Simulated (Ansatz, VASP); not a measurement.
## LiF: VASP beside Ansatz

```
CELL_PARAMETERS angstrom
0.00000 2.09944 2.09944
2.09944 0.00000 2.09944
2.09944 2.09944 0.00000
ATOMIC_POSITIONS crystal
Li 0.00000 0.00000 0.00000
F 0.50000 0.50000 0.50000
```

Alike in both runs: task single point; functional PBE; k mesh 10 × 10 × 10; occupations gaussian, width 0.02 eV; no spin polarisation.

```csv
,VASP,Ansatz
version,VASP 6.6.1,Ansatz 0.2.0
potentials or method,"VASP PAW PBE potentials, release 64 (Li_sv, F), cutoff 750 eV","scalar-relativistic, plane waves, PAW"
valence electrons in the cell,10,10
```

|  | VASP | Ansatz | Ansatz less VASP |
| --- | --- | --- | --- |
| gap on the k mesh at the Fermi level (eV) | 8.05 | 8.06 | +0.010 |
| least direct gap on the mesh (eV) | 8.05 | 8.06 | +0.010 |
| pressure (GPa) | -5.8 | -5.2 | +0.57 |

The functional is the same, so the differences come from potentials, cutoffs and numerics.
